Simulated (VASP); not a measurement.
# Bi2S (P6/mmm) in VASP: relaxation of cell and atoms with PBE

Aim: the relaxation of cell and atoms of Bi2S with PBE.

Everything below comes from runs of VASP 6.6.1. Logs are shortened: lines on timing, memory, paths and dates and some standing lists are left out, and cuts for length are marked.

### Step 1. The cell of the first run

Symmetry: P6/mmm, No. 191, hexagonal system. The conventional cell has a = 6.924 Å, b = 6.924 Å, c = 4.413 Å, α = 90.00°, β = 90.00°, γ = 120.00°. Within 3.9 Å of Bi (site symmetry mmm) lie 4 S at 2.98 Å and 6 Bi at 3.46 Å. Bi (site symmetry 6/mmm) has 8 Bi at 3.46 to 4.41 Å and 12 S at 4.57 Å within 4.6 Å. Within 4.0 Å of S (site symmetry -6m2) lie 6 Bi at 2.98 Å and 3 S at 4.00 Å.

The cell was generated, and may not be a known phase.

### Step 2. Relaxation of cell and atoms, PBE

INCAR reads:

```
ALGO = Normal ; EDIFF = 1E-7
EDIFFG = -0.01 ; ENCUT = 600
GGA = PE ; IBRION = 2
ISIF = 3 ; ISMEAR = 0
LASPH = T ; LCHARG = F
LREAL = F ; LWAVE = F
NELM = 80 ; NSW = 100
PREC = Accurate ; SIGMA = 0.1
```

KPOINTS reads:

```
k-points
0
Gamma
  6 6 8
```

POSCAR reads:

```
Bi2S
1.0
    6.9244187543      0.0000000000      0.0000000000
   -3.4622093772      5.9967225477      0.0000000000
    0.0000000000      0.0000000000      4.4127029212
Bi S
4 2
Direct
    0.5000000000      0.0000000000      0.0000000000
    0.0000000000      0.5000000000      0.0000000000
    0.5000000000      0.5000000000      0.0000000000
    0.0000000000      0.0000000000      0.0000000000
    0.3333333333      0.6666666667      0.5000000000
    0.6666666667      0.3333333333      0.5000000000
```

Potentials or basis: VASP PAW PBE potentials, release 64 (Bi_d, S).

Command:

```sh
$ cat potpaw_PBE.64/Bi_d/POTCAR potpaw_PBE.64/S/POTCAR > POTCAR
$ mpirun -np 1 vasp_std > vasp.out
```

OUTCAR:

```text
EDIFF = 1E-7
   EDIFFG = -0.01
   ENCUT = 600
   GGA = PE
   IBRION = 2
   ISIF = 3
   ISMEAR = 0
   LASPH = T
   LREAL = F
   NELM = 80
   NSW = 100
   PREC = Accurate

 ion  position               nearest neighbor table
   1  0.500  0.000  0.000-   5 2.98   6 2.98   5 2.98   6 2.98   4 3.46   4 3.46   2 3.46   2 3.46
                             3 3.46   3 3.46
   2  0.000  0.500  0.000-   5 2.98   6 2.98   5 2.98   6 2.98   3 3.46   3 3.46   1 3.46   1 3.46
                             4 3.46   4 3.46
   3  0.500  0.500  0.000-   5 2.98   6 2.98   5 2.98   6 2.98   2 3.46   2 3.46   4 3.46   4 3.46
                             1 3.46   1 3.46
   4  0.000  0.000  0.000-   1 3.46   1 3.46   3 3.46   3 3.46   2 3.46   2 3.46
   5  0.333  0.667  0.500-   2 2.98   2 2.98   1 2.98   1 2.98   3 2.98   3 2.98
   6  0.667  0.333  0.500-   2 2.98   2 2.98   1 2.98   1 2.98   3 2.98   3 2.98

  LATTYP: Found a hexagonal cell.
 ALAT       =     6.9244187543
 C/A-ratio  =     0.6372669068

  Lattice vectors:

 A1 = (   6.9244187543,   0.0000000000,   0.0000000000)
 A2 = (  -3.4622093772,   5.9967225477,   0.0000000000)
 A3 = (   0.0000000000,   0.0000000000,   4.4127029212)

Analysis of symmetry for initial positions (statically):
=====================================================================
 Subroutine PRICEL returns:
 Original cell was already a primitive cell.

 Routine SETGRP: Setting up the symmetry group for a
 hexagonal supercell.

 Subroutine GETGRP returns: Found 24 space group operations
 (whereof 24 operations were pure point group operations)
 out of a pool of 24 trial point group operations.

The static configuration has the point symmetry D_6h.

Analysis of symmetry for dynamics (positions and initial velocities):
=====================================================================
 Subroutine PRICEL returns:
 Original cell was already a primitive cell.

 Routine SETGRP: Setting up the symmetry group for a
 hexagonal supercell.

 Subroutine GETGRP returns: Found 24 space group operations
 (whereof 24 operations were pure point group operations)
 out of a pool of 24 trial point group operations.

The dynamic configuration has the point symmetry D_6h.

 Subroutine INISYM returns: Found 24 space group operations
 (whereof 24 operations are pure point group operations),
 and found     1 'primitive' translations

----------------------------------------------------------------------------------------

                                     Primitive cell

  volume of cell :     183.2323

  direct lattice vectors                    reciprocal lattice vectors
     6.924418754  0.000000000  0.000000000     0.144416454  0.083378878  0.000000000
    -3.462209377  5.996722548  0.000000000     0.000000000  0.166757757  0.000000000
     0.000000000  0.000000000  4.412702921     0.000000000  0.000000000  0.226618473

  length of vectors
     6.924418754  6.924418754  4.412702921     0.166757757  0.166757757  0.226618473

  position of ions in fractional coordinates (direct lattice)
     0.500000000  0.000000000  0.000000000
     0.000000000  0.500000000  0.000000000
     0.500000000  0.500000000  0.000000000
     0.000000000  0.000000000  0.000000000
     0.333333333  0.666666667  0.500000000
     0.666666667  0.333333333  0.500000000

  ion indices of the primitive-cell ions
   primitive index   ion index
                 1           1
                 2           2
                 3           3
                 4           4
                 5           5
                 6           6

----------------------------------------------------------------------------------------

 KPOINTS: k-points

Automatic generation of k-mesh.
 Grid dimensions read from file:
 generate k-points for:    6    6    8

 Generating k-lattice:

  Cartesian coordinates                     Fractional coordinates (reciprocal lattice)
     0.024069409  0.013896480  0.000000000     0.166666667  0.000000000  0.000000000
     0.000000000  0.027792959  0.000000000     0.000000000  0.166666667  0.000000000
     0.000000000  0.000000000  0.028327309     0.000000000  0.000000000  0.125000000

  Length of vectors
     0.027792959  0.027792959  0.028327309

  Shift w.r.t. Gamma in fractional coordinates (k-lattice)
     0.000000000  0.000000000  0.000000000

 Subroutine IBZKPT returns following result:
 ===========================================

 Found     35 irreducible k-points:

 Following reciprocal coordinates:
            Coordinates               Weight
  0.000000  0.000000  0.000000      1.000000
  0.166667  0.000000  0.000000      6.000000
  0.333333  0.000000  0.000000      6.000000
  0.500000  0.000000  0.000000      3.000000
  0.166667  0.166667  0.000000      6.000000
  0.333333  0.166667  0.000000     12.000000
[... 16 lines left out ...]
  0.166667  0.000000  0.375000     12.000000
  0.333333  0.000000  0.375000     12.000000
 [... further k-points ...]
   k-points           NKPTS =     35   k-points in BZ     NKDIM =     35   number of bands    NBANDS=     43
   number of dos      NEDOS =    301   number of ions     NIONS =      6
   total plane-waves  NPLWV = 112896
   dimension x,y,z NGX =    56 NGY =   56 NGZ =   36
   dimension x,y,z NGXF=   112 NGYF=  112 NGZF=   72
   ions per type =               4   2
   NGX,Y,Z   is equivalent  to a cutoff of  13.44, 13.44, 13.56 a.u.
   NGXF,Y,Z  is equivalent  to a cutoff of  26.89, 26.89, 27.13 a.u.
 SYSTEM =  unknown system
   PREC   = accura    normal or accurate (medium, high low for compatibility)
   ISTART =      0    job   : 0-new  1-cont  2-samecut
   ICHARG =      2    charge: 1-file 2-atom 10-const
   ISPIN  =      1    spin polarized calculation?
   LNONCOLLINEAR =      F non collinear calculations
   LSORBIT =      F    spin-orbit coupling
   LASPH  =      T    aspherical Exc in radial PAW
   ENCUT  =  600.0 eV  44.10 Ry    6.64 a.u.  13.83 13.83  8.81*2*pi/ulx,y,z
   NELM   =     80;   NELMIN=  2; NELMDL= -5     # of ELM steps
   EDIFF  = 0.1E-06   stopping-criterion for ELM
   LREAL  =      F    real-space projection
   EDIFFG = -.1E-01   stopping-criterion for IOM
   NSW    =    100    number of steps for IOM
   IBRION =      2    ionic relax: 0-MD 1-quasi-New 2-CG
   NFREE  =      1    steps in history (QN), initial steepest desc. (CG)
   ISIF   =      3    stress and relaxation
   ISYM   =      2    0-nonsym 1-usesym 2-fastsym
   POTIM  = 0.5000    time-step for ionic-motion
   TEBEG  =    0.0;   TEEND  =   0.0 temperature during run
   PSTRESS=    0.0 pullay stress
   NELECT =      72.0000    total number of electrons
   NUPDOWN=      -1.0000    fix difference up-down
   EMIN   =  10.00;   EMAX   =-10.00  energy-range for DOS
   EFERMI =   0.00;   METHOD = LEGACY
   ISMEAR =     0;   SIGMA  =   0.10  broadening in eV -4-tet -1-fermi 0-gaus
   EFERMI_NEDOS =   21; number of points for ismear=-14 and -15
   IALGO  =     38    algorithm
   IMIX   =      4    mixing-type and parameters
     AMIX     =   0.40;   BMIX     =  1.00
     AMIX_MAG =   1.60;   BMIX_MAG =  1.00
  volume/ion in A,a.u.               =      30.54       206.09
  Fermi-wavevector in a.u.,A,eV,Ry     =   1.199090  2.265951 19.562676  1.437816
  Thomas-Fermi vector in A             =   2.334962
   LORBIT       =      0    0 simple, 1 ext, 2 COOP (PROOUT), +10 PAW based schemes
   GGA     = PE    functional components
   LHFCALC =     F    Hartree Fock is set to
   AEXX    =    0.0000 exact exchange contribution
   IVDW    =     0    specifies the selected vdW correction
   LEPSILON=     F    determine dielectric tensor
   LRPA    =     F    only Hartree local field effects (RPA)
 conjugate gradient relaxation of ions
 non-spin polarized calculation
 Gauss-broadening in eV      SIGMA  =   0.10
  energy-cutoff  :      600.00
  volume of cell :      183.23
 maximum number of plane-waves:      6148
 NGX is ok and might be reduce to    56
   NGX = 27   NGY = 27   NGZ = 17

--------------------------------------- Ionic step        1  -------------------------------------------

 number of electron      72.0000006 magnetization

 Free energy of the ion-electron system (eV)
  ---------------------------------------------------
  ext. energy  EPLUGINS =         0.00000000
  ---------------------------------------------------
  free energy    TOTEN  =       -23.38994080 eV

  energy without entropy =      -23.37287518  energy(sigma->0) =      -23.38140799

------------------------ aborting loop because EDIFF is reached ----------------------------------------

  FORCE on cell =-STRESS in cart. coord.  units (eV):
  Direction    XX          YY          ZZ          XY          YZ          ZX
  --------------------------------------------------------------------------------------
  -------------------------------------------------------------------------------------
  Total        0.1590734      0.1590734     -0.8532951     -0.0000000     -0.0000000     -0.0000000
  in kB        1.3909331      1.3909331     -7.4611856     -0.0000000     -0.0000000     -0.0000000
  external PRESSURE =      -1.5597731 kB  Pullay stress =       0.0000000 kB
[... 145 lines left out ...]
  energy  without entropy=      -23.3753900128  energy(sigma->0) =      -23.38548551

--------------------------------------- Ionic step        5  -------------------------------------------

 number of electron      72.0000013 magnetization

 Free energy of the ion-electron system (eV)
  ---------------------------------------------------
  ext. energy  EPLUGINS =         0.00000000
  ---------------------------------------------------
  free energy    TOTEN  =       -23.39559469 eV

  energy without entropy =      -23.37549701  energy(sigma->0) =      -23.38554585

 E-fermi :   6.3034     XC(G=0):  -9.4877

 val. band max:        6.2860957040   @ k =   0.1667   0.1667   0.1250
 cond. band min:       6.3041865951   @ k =   0.1667   0.1667   0.3750
 fundamental gap:      0.0180908911
 Fermi energy:         6.3033513783

 k-point     1 :       0.0000    0.0000    0.0000
  band No.  band energies     occupation
      1     -17.3346      2.00000
      2     -17.2889      2.00000
      3     -17.2755      2.00000
      4     -17.2755      2.00000
      5     -17.2307      2.00000
      6     -17.2307      2.00000
[... 1093 lines left out ...]
     42       8.9322      0.00000
     43       8.9428      0.00000

 [... further k-points ...]
[... 5 lines left out ...]
  --------------------------------------------------------------------------------------
  -------------------------------------------------------------------------------------
  Total       -0.0149778     -0.0149778     -0.0570613      0.0000000     -0.0000000      0.0000000
  in kB       -0.1311663     -0.1311663     -0.4997061      0.0000000     -0.0000000      0.0000000
  external PRESSURE =      -0.2540129 kB  Pullay stress =       0.0000000 kB
[... 21 lines left out ...]
  FREE ENERGIE OF THE ION-ELECTRON SYSTEM (eV)
  ---------------------------------------------------
  free  energy   TOTEN  =       -23.3955946930 eV

  energy  without entropy=      -23.3754970076  energy(sigma->0) =      -23.38554585

 reached required accuracy - stopping structural energy minimisation
```

Run time: 17 min. Hardware: 1 thread of Intel Xeon Platinum 8259CL at 2.50GHz (Skylake/Cascade Lake), shared host; peak memory 0.5 GiB.

What came out:

- Free energy: -23.3956 eV
- Relaxed volume: 30.49 Å³/atom
- Relaxed cell: a = 6.958 Å, b = 6.958 Å, c = 4.363 Å, α = 90.00°, β = 90.00°, γ = 120.00°
- Space group after relaxing (to 0.1 Å): P6/mmm (No. 191)
- Energy gained by relaxing: 0.9 meV/atom
- Ionic steps: 5
- Pressure after relaxing: 0.0 GPa
- Band gap on the k mesh: zero (bands 36 and 37 overlap by 1.93 eV)

Step by step:
| step | energy change (eV) | largest force (eV/Å) | pressure (GPa) | volume (Å³) |
| --- | --- | --- | --- | --- |
| 1 | 0.0000 | 0.0000 | -0.16 | 183.23 |
| 2 | -0.0042 | 0.0000 | 0.10 | 182.44 |
| 3 | -0.0047 | 0.0000 | 0.22 | 182.06 |
| 4 | -0.0056 | 0.0000 | -0.05 | 183.04 |
| 5 | -0.0057 | 0.0000 | -0.03 | 182.95 |

Final structure:
```
Bi S
1.0
     6.95811    0.00000    0.00000
    -3.47906    6.02590    0.00000
     0.00000    0.00000    4.36339
Bi S
4 2
Direct
  0.50000 0.00000 0.00000
  0.00000 0.50000 0.00000
  0.50000 0.50000 0.00000
  0.00000 0.00000 0.00000
  0.33333 0.66667 0.50000
  0.66667 0.33333 0.50000
```

Caveat: spin-orbit coupling is left out, which moves the levels of the heavy elements.
